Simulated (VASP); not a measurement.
Crystal: TePb.

```
CELL_PARAMETERS angstrom
0.00000 3.26784 3.26784
3.26784 0.00000 3.26784
3.26784 3.26784 0.00000
ATOMIC_POSITIONS crystal
Pb 0.00000 0.00000 0.00000
Te 0.50000 0.50000 0.50000
```

Base run:

```yaml
Program: VASP 6.6.1
Functional: PBE
Potentials_or_basis: VASP PAW PBE potentials, release 64 (Pb_d, Te)
Cutoff: 500 eV
k_mesh: 6 × 6 × 6
Occupations: methfessel-paxton, width 0.001 eV
Spin: no spin polarisation
```

Its results: band gap on the k mesh 0.80 eV; pressure 0.6 GPa.

Question: After a change of settings the same cell gave: band gap on the k mesh 0.80 eV; pressure -1.2 GPa. Which change was it?
A. k mesh from 6 × 6 × 6 to 2 × 2 × 2; occupations from methfessel-paxton, width 0.001 eV to gaussian, width 0.01 eV
B. functional from PBE to r2SCAN; cutoff from 500 eV to 550 eV; occupations from methfessel-paxton, width 0.001 eV to gaussian, width 0.01 eV
C. occupations from methfessel-paxton, width 0.001 eV to gaussian, width 0.01 eV; further incar settings from ALGO = Normal; EDIFF = 1e-06; NBANDS = 17 to ALGO = Normal; EDIFF = 1e-06; NBANDS = 17; ISYM = 0
D. occupations from methfessel-paxton, width 0.001 eV to gaussian, width 0.01 eV; dispersion from none to D3(BJ)

Answer: D.

Caveats: the structure was generated, so it needn't be the stable form of TePb; spin-orbit coupling is left out, which moves the levels of the heavy elements.
